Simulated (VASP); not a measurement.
Pt: relaxation of cell and atoms with r2SCAN

Pt:

```xyz
1
Lattice="2.5356 0.0000 0.0000 0.0000 2.5356 0.0000 0.0000 0.0000 2.5356" Properties=species:S:1:pos:R:3 pbc="T T T"
Pt    0.0000    0.0000    0.0000
```

This isn't the form of Pt at room conditions, which is fcc.

```
Program                : VASP 6.6.1
Task                   : relaxation of cell and atoms
Functional             : r2SCAN
Potentials or basis    : VASP PAW PBE potentials, release 64 (Pt)
Cutoff                 : 550 eV
k mesh                 : 12 × 12 × 12
Occupations            : fermi-dirac, width 0.1 eV
Spin                   : no spin polarisation
Dipole correction      : no
Further INCAR settings : ALGO = Normal; EDIFF = 1e-07; IBRION = 2; EDIFFG = -0.01; NSW = 80; ISIF = 3
```

- Relaxed volume: 17.69 Å³/atom
- Relaxed cell: a = 2.606 Å, b = 2.606 Å, c = 2.606 Å, α = 90.00°, β = 90.00°, γ = 90.00°
- Space group after relaxing (to 0.1 Å): Pm-3m (No. 221)
- Energy gained by relaxing: 84.6 meV/atom
- Ionic steps: 16
- Pressure after relaxing: 0.1 GPa
- Band gap on the k mesh: zero (bands 5 and 6 overlap by 3.28 eV)

The path:
```tsv
step	energy change (eV)	largest force (eV/Å)	pressure (GPa)	volume (Å³)
1	0.0000	0.0000	21.15	16.30
2	0.3216	0.0000	-24.31	21.93
3	-0.0840	0.0000	-1.46	17.83
4	-0.0846	0.0000	-0.21	17.72
5	-0.0846	0.0000	0.13	17.69
6	-0.0846	0.0000	0.12	17.69
7	-0.0846	0.0000	0.11	17.69
8	-0.0846	0.0000	0.12	17.69
9	-0.0846	0.0000	0.12	17.69
10	-0.0846	0.0000	0.12	17.69
11	-0.0846	0.0000	0.12	17.69
12	-0.0846	0.0000	0.11	17.69
13	-0.0846	0.0000	0.11	17.69
14	-0.0846	0.0000	0.11	17.69
15	-0.0846	0.0000	0.10	17.69
16	-0.0846	0.0000	0.07	17.69
```

Final structure:
```
CELL_PARAMETERS angstrom
2.60583 0.00000 0.00000
0.00000 2.60583 0.00000
0.00000 0.00000 2.60583
ATOMIC_POSITIONS crystal
Pt 0.00000 0.00000 0.00000
```

Levels at points of the mesh, in eV from the Fermi level:
```csv
k point,band 3,band 4,band 5,band 6,band 7,band 8
"(0.00, 0.00, 0.00)",-5.94,0.32,0.32,0.32,16.07,16.07
"(0.50, 0.00, 0.00)",-1.96,-1.96,-0.28,0.54,4.85,17.53
"(0.50, 0.50, 0.00)",-1.54,-1.54,2.15,4.87,4.87,10.23
"(0.50, 0.50, 0.50)",-5.08,2.30,2.30,10.63,10.63,10.63
```

Wall time 12 min on 1 thread of Intel Xeon 8259CL, with other jobs on the host, peak memory 0.15 GiB.

Caveat: the PAW data sets were made with another functional, which shifts forces and pressure a little; spin-orbit coupling is left out, which moves the levels of the heavy elements.
